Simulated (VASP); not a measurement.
# Ga8P8H (a cell with a defect) in VASP: notebook, part 2 of 2

VASP 6.6.1. Earlier steps stand in the parts before.

### 4 Single point, PBE, collinear spin (with an interstitial atom, then relaxed in part)

INCAR

```
PREC = Accurate
ENCUT = 520
EDIFF = 1E-6
ISMEAR = 0
SIGMA = 0.01
LREAL = Auto
LASPH = T
NELM = 150
ALGO = Normal
ISIF = 2
LWAVE = F
LCHARG = F
ISPIN = 2
MAGMOM = 0.091 0.091 0.091 0 0 0.091 0.091 0.091 0 0 0 0.091 0 0.091 0.091 0.091 0.091
LORBIT = 11
GGA = PE
NBANDS = 90
```

KPOINTS

```
Automatic mesh
0
Gamma
  2 2 2
```

POSCAR

```
Ga8P8H
1.0
    0.0000000000      5.5051169748     -5.5051169748
    5.5051169748      5.5051169748      0.0000000000
    5.5051169748      0.0000000000     -5.5051169748
Ga P H
8 8 1
Direct
    0.4993324828      0.4993324828      0.0006675172
    0.4993324828      0.0006675172      0.0006675172
    1.0006675172      0.4993324828      0.0006675172
    1.0000000000      0.0000000000      0.0000000000
    0.5000000000      0.5000000000      0.5000000000
    0.4993324828      0.0006675172      0.4993324828
    1.0006675172      0.4993324828      0.4993324828
    1.0006675172      0.0006675172      0.4993324828
    0.3750173769      0.3750173769      0.3750173769
    0.3750173769      0.8749478694      0.3750173769
    0.8749478694      0.3750173769      0.3750173769
    0.8729723368      0.8729723368      0.3810829896
    0.3750173769      0.3750173769      0.8749478694
    0.3810829896      0.8729723368      0.8729723368
    0.8729723368      0.3810829896      0.8729723368
    0.8729723368      0.8729723368      0.8729723368
    0.7500000000      0.7500000000      0.7500000000
```

Potentials or basis: VASP PAW PBE potentials, release 64 (Ga_d, P, H).

On the command line:

```console
$ cat potpaw_PBE.64/Ga_d/POTCAR potpaw_PBE.64/P/POTCAR potpaw_PBE.64/H/POTCAR > POTCAR
$ mpirun -np 1 vasp_std > vasp.out
```

OUTCAR:

```text
PREC = Accurate
   ENCUT = 520
   EDIFF = 1E-6
   ISMEAR = 0
   LREAL = Auto
   LASPH = T
   NELM = 150
   ISIF = 2
   ISPIN = 2
   LORBIT = 11
   GGA = PE

 ion  position               nearest neighbor table
   1  0.499  0.499  0.001-  15 2.38  14 2.38  13 2.38   9 2.38
   2  0.499  0.001  0.001-  16 2.38  14 2.38  10 2.38  13 2.38
   3  0.001  0.499  0.001-  16 2.38  15 2.38  11 2.38  13 2.38
   4  0.000  0.000  0.000-  12 2.42  14 2.42  15 2.42  16 2.42
   5  0.500  0.500  0.500-   9 2.38  10 2.38  11 2.38  13 2.38
   6  0.499  0.001  0.499-  12 2.38  14 2.38  10 2.38   9 2.38
[... 8 lines left out ...]
  15  0.873  0.381  0.873-   1 2.38   7 2.38   3 2.38   4 2.42
  16  0.873  0.873  0.873-   2 2.38   3 2.38   8 2.38   4 2.42
  17  0.750  0.750  0.750-

  LATTYP: Found a face centered cubic cell.
 ALAT       =    11.0102339496

  Lattice vectors:

 A1 = (   0.0000000000,   5.5051169748,  -5.5051169748)
 A2 = (   5.5051169748,   5.5051169748,   0.0000000000)
 A3 = (   5.5051169748,   0.0000000000,  -5.5051169748)

Analysis of symmetry for initial positions (statically):
=====================================================================
 Subroutine PRICEL returns:
 Original cell was already a primitive cell.

 Routine SETGRP: Setting up the symmetry group for a
 face centered cubic supercell.

 Subroutine GETGRP returns: Found 24 space group operations
 (whereof 24 operations were pure point group operations)
 out of a pool of 48 trial point group operations.

The static configuration has the point symmetry T_d .

Analysis of symmetry for dynamics (positions and initial velocities):
=====================================================================
 Subroutine PRICEL returns:
 Original cell was already a primitive cell.

 Routine SETGRP: Setting up the symmetry group for a
[... 190 lines left out ...]
      3     -10.2197      1.00000
      4     -10.1795      1.00000
      5     -10.1744      1.00000
      6     -10.1744      1.00000
[... 250 lines left out ...]
     83       9.1018      0.00000
     84       9.1018      0.00000
 Fermi energy:         4.5926710858

 spin component 2

 k-point     1 :       0.0000    0.0000    0.0000
  band No.  band energies     occupation
      1     -10.2188      1.00000
      2     -10.2188      1.00000
      3     -10.2188      1.00000
      4     -10.1781      1.00000
      5     -10.1728      1.00000
      6     -10.1728      1.00000
[... 250 lines left out ...]
     83       9.1122      0.00000
     84       9.1122      0.00000
 [bands above 84 left out]

------------------------ aborting loop because EDIFF is reached ----------------------------------------

  FORCE on cell =-STRESS in cart. coord.  units (eV):
  Direction    XX          YY          ZZ          XY          YZ          ZX
  --------------------------------------------------------------------------------------
  -------------------------------------------------------------------------------------
  Total        1.6891645      1.6891645      1.6891645      0.0000000      0.0000000     -0.0000000
  in kB        8.1105981      8.1105981      8.1105981      0.0000000      0.0000000     -0.0000000
  external PRESSURE =       8.1105981 kB  Pullay stress =       0.0000000 kB

 VOLUME and BASIS-vectors are now :
 -----------------------------------------------------------------------------
  energy-cutoff  :      520.00
  volume of cell :      333.68
      direct lattice vectors                 reciprocal lattice vectors
     0.000000000  5.505116975 -5.505116975    -0.090824591  0.090824591 -0.090824591
     5.505116975  5.505116975  0.000000000     0.090824591  0.090824591  0.090824591
     5.505116975  0.000000000 -5.505116975     0.090824591 -0.090824591 -0.090824591

 POSITION                                       TOTAL-FORCE (eV/Angst)
 -----------------------------------------------------------------------------------
      2.75256      5.49777     -2.75256        -0.000000     -0.004807      0.000000
      0.00735      2.75256     -2.75256         0.004807      0.000000      0.000000
      2.75256      2.75256     -0.00735        -0.000000      0.000000     -0.004807
      0.00000      0.00000      0.00000        -0.000000      0.000000      0.000000
      5.50512      5.50512     -5.50512        -0.000000      0.000000      0.000000
      2.75256      2.75256     -5.49777        -0.000000      0.000000      0.004807
[... 9 lines left out ...]
      9.61163      9.61163     -9.61163        -0.000154     -0.000154      0.000154
      8.25768      8.25768     -8.25768        -0.000000      0.000000      0.000000
 -----------------------------------------------------------------------------------
    total drift:                               -0.000016     -0.000016      0.000016

  FREE ENERGIE OF THE ION-ELECTRON SYSTEM (eV)
  ---------------------------------------------------
  free  energy   TOTEN  =       -73.1960507018 eV

  energy  without entropy=      -73.1946402278  energy(sigma->0) =      -73.19534546

 total charge

# of ion       s       p       d       tot
------------------------------------------
    1        0.850   0.825  10.012  11.687
    2        0.850   0.825  10.012  11.687
    3        0.850   0.825  10.012  11.687
    4        0.889   0.767   9.995  11.651
    5        0.846   0.825  10.008  11.679
    6        0.850   0.825  10.012  11.687
[... 9 lines left out ...]
   16        1.019   1.507   0.000   2.526
   17        0.400   0.008   0.000   0.408
--------------------------------------------------
tot         15.356  18.688  80.074 114.117

 magnetization (x)

# of ion       s       p       d       tot
------------------------------------------
    1        0.002   0.001   0.000   0.004
    2        0.002   0.001   0.000   0.004
    3        0.002   0.001   0.000   0.004
    4        0.007   0.020  -0.000   0.027
    5        0.000  -0.000   0.000   0.000
    6        0.002   0.001   0.000   0.004
[... 9 lines left out ...]
   16        0.002   0.000   0.000   0.002
   17        0.061   0.000   0.000   0.061
--------------------------------------------------
tot          0.089   0.034   0.001   0.125
```

stdout:

```text
POSCAR found type information on POSCAR GaP H
 POSCAR found :  3 types and      17 ions
 scaLAPACK will be used
 LDA part: xc-table for (Slater+PW92), standard interpolation
 POSCAR, INCAR and KPOINTS ok, starting setup
 FFT: planning ... GRIDC
 FFT: planning ... GRID_SOFT
 FFT: planning ... GRID
 WAVECAR not read
 entering main loop
```

It took 17 min on 1 thread of Intel Xeon 8259CL, shared host; peak memory 0.71 GiB.

Results:

```yaml
Free_energy: -73.1961 eV
Pressure: 0.8 GPa
Largest_force: 0.008 eV/Å
Net_moment: 0.25 μB per cell
Site_moments: Ga +0.00, +0.03 (each value once); P +0.00; H +0.06 μB
Valence_electrons_inside_the_program's_atomic_spheres: Ga 11.69, 11.65, 11.68 (each value once); P 2.54, 2.53 (each value once); H 0.41
```

Forces on the atoms (eV/Å):
```
Ga   0.000 -0.005  0.000
Ga   0.005  0.000  0.000
Ga   0.000  0.000 -0.005
Ga   0.000  0.000  0.000
Ga   0.000  0.000  0.000
Ga   0.000  0.000  0.005
Ga  -0.005  0.000  0.000
Ga   0.000  0.005  0.000
P    0.005  0.005 -0.005
P   -0.005 -0.005 -0.005
P    0.005 -0.005  0.005
P    0.000  0.000  0.000
P   -0.005  0.005  0.005
P    0.000  0.000  0.000
P    0.000  0.000  0.000
P    0.000  0.000  0.000
H    0.000  0.000  0.000
```

Levels at points of the mesh, in eV from the Fermi level:
Spin up:
```tsv
k point	band 71	band 72	band 73	band 74	band 75	band 76
(0.00, 0.00, 0.00)	-0.17	-0.17	-0.17	1.40	1.41	1.41
(0.50, 0.00, 0.00)	-0.78	-0.78	-0.24	1.84	1.94	2.22
(0.50, 0.50, 0.00)	-1.31	-1.31	0.21	2.00	2.50	2.82
```
Spin down:
| k point | band 69 | band 70 | band 71 | band 72 | band 73 | band 74 | band 75 | band 76 |
| --- | --- | --- | --- | --- | --- | --- | --- | --- |
| (0.00, 0.00, 0.00) | -1.22 | -1.22 | -0.16 | -0.16 | -0.16 | 1.41 | 1.41 | 1.41 |
| (0.50, 0.00, 0.00) | -0.83 | -0.83 | -0.77 | -0.77 | 0.00 | 1.84 | 1.95 | 2.23 |
| (0.50, 0.50, 0.00) | -1.38 | -1.31 | -1.30 | -1.30 | 0.46 | 2.01 | 2.53 | 2.84 |

Caveat: the k points lie up to 0.49 Å⁻¹ apart; the cell differs from its parent crystal (with an interstitial atom, then relaxed in part).
